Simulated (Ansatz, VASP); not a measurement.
## SnO2 in VASP and in Ansatz

```
CELL_PARAMETERS angstrom
1.64503 0.94976 5.00423
-1.64503 0.94976 5.00423
0.00000 -1.89952 5.00423
ATOMIC_POSITIONS crystal
Sn 0.50000 0.50000 0.50000
O 0.25217 0.25217 0.25217
O 0.74783 0.74783 0.74783
```

Alike in both runs: task single point; functional PBE; k mesh 12 × 12 × 12; occupations gaussian, width 0.05 eV; no spin polarisation.

```csv
,VASP,Ansatz
version,VASP 6.6.1,Ansatz 0.2.0
potentials or method,"VASP PAW PBE potentials, release 64 (Sn_d, O), cutoff 520 eV","scalar-relativistic, plane waves, PAW"
valence electrons in the cell,26,26
```

Ansatz gave:

| Property | Result |
| --- | --- |
| gap on the k mesh at the Fermi level (eV) | 1.18 |
| least direct gap on the mesh (eV) | 1.19 |
| pressure (GPa) | -18.2 |
| traceless stress, the component that is largest in VASP (GPa) | -7.79 |
| rms of the force components (eV/Å) | 1.474 |

Problem. Which values does VASP return?

Solution. gap on the k mesh at the Fermi level (eV): 1.16; least direct gap on the mesh (eV): 1.17; pressure (GPa): -17.9; traceless stress, the component that is largest in VASP (GPa): -7.89; rms of the force components (eV/Å): 1.453.

Atom by atom the forces differ by 0.022 eV/Å (rms over components). The functional is the same, so the differences come from potentials, cutoffs and numerics.
